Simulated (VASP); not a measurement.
# HfTi3N4 (Pm-3m) in VASP: single point with PBE

Aim: the single point of HfTi3N4 with PBE.

Everything below comes from runs of VASP 6.6.1. Logs are shortened: lines on timing, memory, paths and dates and some standing lists are left out, and cuts for length are marked.

**1. The cell of the first run**

The structure is cubic, space group Pm-3m (No. 221). The conventional cell has a = 4.342 Å, b = 4.342 Å, c = 4.342 Å, α = 90.00°, β = 90.00°, γ = 90.00°. Hf (site symmetry m-3m) has 6 N at 2.17 Å within 2.9 Å. Within 2.9 Å of Ti (site symmetry 4/mmm) lie 6 N at 2.17 Å. N (site symmetry m-3m) has 6 Ti at 2.17 Å within 2.9 Å. Within 2.9 Å of N (site symmetry 4/mmm) lie 2 Hf at 2.17 Å and 4 Ti at 2.17 Å.

**2. Single point, PBE**

POSCAR reads:

```
HfTi3N4
1.0
    4.3418551000      0.0000000000      0.0000000000
    0.0000000000      4.3418551000      0.0000000000
    0.0000000000      0.0000000000      4.3418551000
Hf Ti N
1 3 4
Direct
    0.0000000000      0.0000000000      0.0000000000
    0.5000000000      0.0000000000      0.5000000000
    0.0000000000      0.5000000000      0.5000000000
    0.5000000000      0.5000000000      0.0000000000
    0.5000000000      0.5000000000      0.5000000000
    0.0000000000      0.5000000000      0.0000000000
    0.5000000000      0.0000000000      0.0000000000
    0.0000000000      0.0000000000      0.5000000000
```

INCAR.step1 reads:

```
PREC = Accurate ; ENCUT = 520
EDIFF = 1E-7 ; ISMEAR = 0
SIGMA = 0.1 ; LREAL = False
LASPH = True ; NELM = 100
ALGO = Normal ; ISIF = 2
LWAVE = False ; LCHARG = True
LMAXMIX = 4 ; GGA = PE
NBANDS = 43
```

KPOINTS.step1 reads:

```
Automatic mesh
0
Gamma
  10 10 10
```

INCAR.step2 reads:

```
PREC = Accurate ; ENCUT = 520
EDIFF = 1E-7 ; ISMEAR = -5
SIGMA = 0.1 ; LREAL = False
LASPH = True ; NELM = 100
ALGO = Normal ; ISIF = 2
LWAVE = False ; LCHARG = False
LMAXMIX = 4 ; GGA = PE
LORBIT = 11 ; NBANDS = 43
NEDOS = 1001 ; ICHARG = 11
```

KPOINTS.step2 reads:

```
Automatic mesh
0
Gamma
  15 15 15
```

Potentials or basis: VASP PAW PBE potentials, release 64 (Hf_pv, Ti_sv, N).

Started as:

```console
> cat potpaw_PBE.64/Hf_pv/POTCAR potpaw_PBE.64/Ti_sv/POTCAR potpaw_PBE.64/N/POTCAR > POTCAR
> cp INCAR.step1 INCAR
> cp KPOINTS.step1 KPOINTS
> mpirun -np 1 vasp_std > vasp.out
> cp INCAR.step2 INCAR
> cp KPOINTS.step2 KPOINTS
> mpirun -np 1 vasp_std > vasp.out
```

OUTCAR:

```text
PREC = Accurate
   ENCUT = 520
   EDIFF = 1E-7
   ISMEAR = -5
   LREAL = False
   LASPH = True
   NELM = 100
   ISIF = 2
   GGA = PE
   LORBIT = 11
   ICHARG = 11

 ion  position               nearest neighbor table
   1  0.000  0.000  0.000-   6 2.17   7 2.17   8 2.17   8 2.17   6 2.17   7 2.17   2 3.07   3 3.07
                             2 3.07   3 3.07   4 3.07   3 3.07   3 3.07   2 3.07   4 3.07   4 3.07
   2  0.500  0.000  0.500-   5 2.17   7 2.17   8 2.17   7 2.17   5 2.17   8 2.17   1 3.07   1 3.07
                             1 3.07   1 3.07
   3  0.000  0.500  0.500-   5 2.17   6 2.17   8 2.17   6 2.17   8 2.17   5 2.17   1 3.07   1 3.07
                             1 3.07   1 3.07
   4  0.500  0.500  0.000-   5 2.17   6 2.17   7 2.17   5 2.17   7 2.17   6 2.17   1 3.07   1 3.07
                             1 3.07   1 3.07
   5  0.500  0.500  0.500-   2 2.17   3 2.17   4 2.17   4 2.17   2 2.17   3 2.17
   6  0.000  0.500  0.000-   1 2.17   3 2.17   4 2.17   3 2.17   1 2.17   4 2.17
   7  0.500  0.000  0.000-   1 2.17   2 2.17   4 2.17   2 2.17   4 2.17   1 2.17
   8  0.000  0.000  0.500-   1 2.17   2 2.17   3 2.17   1 2.17   3 2.17   2 2.17

  LATTYP: Found a simple cubic cell.
 ALAT       =     4.3418551000

  Lattice vectors:

 A1 = (   4.3418551000,   0.0000000000,   0.0000000000)
 A2 = (   0.0000000000,   4.3418551000,   0.0000000000)
 A3 = (   0.0000000000,   0.0000000000,   4.3418551000)

Analysis of symmetry for initial positions (statically):
=====================================================================
 Subroutine PRICEL returns:
 Original cell was already a primitive cell.

 Routine SETGRP: Setting up the symmetry group for a
 simple cubic supercell.

 Subroutine GETGRP returns: Found 48 space group operations
 (whereof 48 operations were pure point group operations)
 out of a pool of 48 trial point group operations.

The static configuration has the point symmetry O_h .

Analysis of symmetry for dynamics (positions and initial velocities):
=====================================================================
 Subroutine PRICEL returns:
 Original cell was already a primitive cell.

 Routine SETGRP: Setting up the symmetry group for a
 simple cubic supercell.

 Subroutine GETGRP returns: Found 48 space group operations
 (whereof 48 operations were pure point group operations)
 out of a pool of 48 trial point group operations.

The dynamic configuration has the point symmetry O_h .

 Subroutine INISYM returns: Found 48 space group operations
 (whereof 48 operations are pure point group operations),
 and found     1 'primitive' translations

----------------------------------------------------------------------------------------

                                     Primitive cell

  volume of cell :      81.8514

  direct lattice vectors                    reciprocal lattice vectors
     4.341855100  0.000000000  0.000000000     0.230316300  0.000000000  0.000000000
     0.000000000  4.341855100  0.000000000     0.000000000  0.230316300  0.000000000
     0.000000000  0.000000000  4.341855100     0.000000000  0.000000000  0.230316300

  length of vectors
     4.341855100  4.341855100  4.341855100     0.230316300  0.230316300  0.230316300

  position of ions in fractional coordinates (direct lattice)
     0.000000000  0.000000000  0.000000000
     0.500000000  0.000000000  0.500000000
     0.000000000  0.500000000  0.500000000
     0.500000000  0.500000000  0.000000000
     0.500000000  0.500000000  0.500000000
     0.000000000  0.500000000  0.000000000
     0.500000000  0.000000000  0.000000000
     0.000000000  0.000000000  0.500000000

  ion indices of the primitive-cell ions
   primitive index   ion index
                 1           1
                 2           2
                 3           3
                 4           4
                 5           5
                 6           6
                 7           7
                 8           8

----------------------------------------------------------------------------------------

 KPOINTS: Automatic mesh

Automatic generation of k-mesh.
 Grid dimensions read from file:
 generate k-points for:   15   15   15

 Generating k-lattice:

  Cartesian coordinates                     Fractional coordinates (reciprocal lattice)
     0.015354420  0.000000000  0.000000000     0.066666667  0.000000000  0.000000000
     0.000000000  0.015354420  0.000000000     0.000000000  0.066666667  0.000000000
     0.000000000  0.000000000  0.015354420     0.000000000  0.000000000  0.066666667

  Length of vectors
     0.015354420  0.015354420  0.015354420

  Shift w.r.t. Gamma in fractional coordinates (k-lattice)
     0.000000000  0.000000000  0.000000000

 TETIRR: Found   1667 inequivalent tetrahedra from    20250

 Subroutine IBZKPT returns following result:
 ===========================================

 Found    120 irreducible k-points:

 Following reciprocal coordinates:
            Coordinates               Weight
  0.000000  0.000000  0.000000      1.000000
  0.066667  0.000000  0.000000      6.000000
  0.133333  0.000000  0.000000      6.000000
  0.200000  0.000000  0.000000      6.000000
  0.266667  0.000000  0.000000      6.000000
  0.333333  0.000000  0.000000      6.000000
[... 16 lines left out ...]
  0.266667  0.200000  0.000000     24.000000
  0.333333  0.200000  0.000000     24.000000
 [... further k-points ...]
   k-points           NKPTS =    120   k-points in BZ     NKDIM =    120   number of bands    NBANDS=     43
   number of dos      NEDOS =   1001   number of ions     NIONS =      8
   total plane-waves  NPLWV =  32768
   dimension x,y,z NGX =    32 NGY =   32 NGZ =   32
   dimension x,y,z NGXF=    64 NGYF=   64 NGZF=   64
   ions per type =               1   3   4
   NGX,Y,Z   is equivalent  to a cutoff of  12.25, 12.25, 12.25 a.u.
   NGXF,Y,Z  is equivalent  to a cutoff of  24.51, 24.51, 24.51 a.u.
 SYSTEM =  unknown system
   PREC   = accura    normal or accurate (medium, high low for compatibility)
   ISTART =      0    job   : 0-new  1-cont  2-samecut
   ICHARG =     11    charge: 1-file 2-atom 10-const
   ISPIN  =      1    spin polarized calculation?
   LNONCOLLINEAR =      F non collinear calculations
   LSORBIT =      F    spin-orbit coupling
   LASPH  =      T    aspherical Exc in radial PAW
   ENCUT  =  520.0 eV  38.22 Ry    6.18 a.u.   8.07  8.07  8.07*2*pi/ulx,y,z
   NELM   =    100;   NELMIN=  2; NELMDL=  0     # of ELM steps
   EDIFF  = 0.1E-06   stopping-criterion for ELM
   LREAL  =      F    real-space projection
   EDIFFG = 0.1E-05   stopping-criterion for IOM
   NSW    =      0    number of steps for IOM
   IBRION =     -1    ionic relax: 0-MD 1-quasi-New 2-CG
   NFREE  =      0    steps in history (QN), initial steepest desc. (CG)
   ISIF   =      2    stress and relaxation
   ISYM   =      2    0-nonsym 1-usesym 2-fastsym
   POTIM  = 0.5000    time-step for ionic-motion
   TEBEG  =    0.0;   TEEND  =   0.0 temperature during run
   PSTRESS=    0.0 pullay stress
   NELECT =      66.0000    total number of electrons
   NUPDOWN=      -1.0000    fix difference up-down
   EMIN   =  10.00;   EMAX   =-10.00  energy-range for DOS
   EFERMI =   0.00;   METHOD = LEGACY
   ISMEAR =    -5;   SIGMA  =   0.10  broadening in eV -4-tet -1-fermi 0-gaus
   EFERMI_NEDOS =   21; number of points for ismear=-14 and -15
   IALGO  =     38    algorithm
   IMIX   =      4    mixing-type and parameters
     AMIX     =   0.40;   BMIX     =  1.00
     AMIX_MAG =   1.60;   BMIX_MAG =  1.00
  volume/ion in A,a.u.               =      10.23        69.05
  Fermi-wavevector in a.u.,A,eV,Ry     =   1.523752  2.879473 31.590261  2.321819
  Thomas-Fermi vector in A             =   2.632152
   LORBIT       =     11    0 simple, 1 ext, 2 COOP (PROOUT), +10 PAW based schemes
   GGA     = PE    functional components
   LHFCALC =     F    Hartree Fock is set to
   AEXX    =    0.0000 exact exchange contribution
   IVDW    =     0    specifies the selected vdW correction
   LEPSILON=     F    determine dielectric tensor
   LRPA    =     F    only Hartree local field effects (RPA)
 non-spin polarized calculation
 Fermi weights with tetrahedron method with Bloechl corrections
  energy-cutoff  :      520.00
  volume of cell :       81.85
 maximum number of plane-waves:      2242

 number of electron      66.0000024 magnetization

 Free energy of the ion-electron system (eV)
  ---------------------------------------------------
  ext. energy  EPLUGINS =         0.00000000
  ---------------------------------------------------
  free energy    TOTEN  =       -80.47570144 eV

  energy without entropy =      -80.47570144  energy(sigma->0) =      -80.47570144

 E-fermi :  10.2610     XC(G=0): -12.8215

 val. band max:       10.2840029047   @ k =   0.2667   0.2667   0.0667
 cond. band min:      10.2156399893   @ k =   0.3333   0.2000   0.2000
 fundamental gap:     -0.0683629155
 Fermi energy:        10.2609760775

 k-point     1 :       0.0000    0.0000    0.0000
  band No.  band energies     occupation
      1     -47.6485      2.00000
      2     -47.5775      2.00000
      3     -47.5775      2.00000
      4     -24.0696      2.00000
      5     -24.0696      2.00000
      6     -24.0696      2.00000
[... 35 lines left out ...]
     42      12.3085      0.00000
     43      12.3740      0.00000
[... 1017 lines left out ...]
      3     -47.5816      2.00000
      4     -24.0558      2.00000
      5     -24.0060      2.00000
      6     -23.9711      2.00000
[... 35 lines left out ...]
     42      12.4590      0.00000
     43      12.9523      0.00000

 [... further k-points ...]

------------------------ aborting loop because EDIFF is reached ----------------------------------------

  FORCE on cell =-STRESS in cart. coord.  units (eV):
  Direction    XX          YY          ZZ          XY          YZ          ZX
  --------------------------------------------------------------------------------------
  -------------------------------------------------------------------------------------
  Total       -0.2950007     -0.2950007     -0.2950007     -0.0000000      0.0000000     -0.0000000
  in kB       -5.7744106     -5.7744106     -5.7744106     -0.0000000      0.0000000     -0.0000000
  external PRESSURE =      -5.7744106 kB  Pullay stress =       0.0000000 kB

 VOLUME and BASIS-vectors are now :
 -----------------------------------------------------------------------------
  energy-cutoff  :      520.00
  volume of cell :       81.85
      direct lattice vectors                 reciprocal lattice vectors
     4.341855100  0.000000000  0.000000000     0.230316300  0.000000000  0.000000000
     0.000000000  4.341855100  0.000000000     0.000000000  0.230316300  0.000000000
     0.000000000  0.000000000  4.341855100     0.000000000  0.000000000  0.230316300

 POSITION                                       TOTAL-FORCE (eV/Angst)
 -----------------------------------------------------------------------------------
      0.00000      0.00000      0.00000         0.000000      0.000000      0.000000
      2.17093      0.00000      2.17093         0.000000      0.000000      0.000000
      0.00000      2.17093      2.17093         0.000000      0.000000      0.000000
      2.17093      2.17093      0.00000         0.000000      0.000000      0.000000
      2.17093      2.17093      2.17093         0.000000      0.000000      0.000000
      0.00000      2.17093      0.00000         0.000000      0.000000      0.000000
      2.17093      0.00000      0.00000         0.000000      0.000000      0.000000
      0.00000      0.00000      2.17093         0.000000      0.000000      0.000000
 -----------------------------------------------------------------------------------
    total drift:                                0.000000     -0.000000     -0.000000

  FREE ENERGIE OF THE ION-ELECTRON SYSTEM (eV)
  ---------------------------------------------------
  free  energy   TOTEN  =       -80.4757014355 eV

  energy  without entropy=      -80.4757014355  energy(sigma->0) =      -80.47570144

 total charge

# of ion       s       p       d       tot
------------------------------------------
    1        0.328   6.722   1.821   8.870
    2        2.169   6.194   1.937  10.299
    3        2.169   6.194   1.937  10.299
    4        2.169   6.194   1.937  10.299
    5        1.242   2.466   0.000   3.708
    6        1.243   2.515   0.000   3.758
    7        1.243   2.515   0.000   3.758
    8        1.243   2.515   0.000   3.758
--------------------------------------------------
tot         11.805  35.316   7.630  54.751
```

Wall time 3.7 min (1 thread of Intel Xeon 6975P-C (Granite Rapids), shared host); peak memory 0.42 GiB.

Results:

| Item | Value |
| --- | --- |
| Valence electrons inside the program's atomic spheres | Hf 8.87; Ti 10.30; N 3.71, 3.76 (each value once) |

Levels at points of the mesh, in eV from the Fermi level:
```
           k point  band 29  band 30  band 31  band 32  band 33  band 34  band 35  band 36  band 37  band 38
(0.00, 0.00, 0.00)    -3.01    -3.01    -3.01    -2.22    -2.22    -2.22    -0.53    -0.53    -0.53     0.65
```

Caveat: spin-orbit coupling is left out, which moves the levels of the heavy elements; tetrahedron occupations give inexact forces and stress in metals.
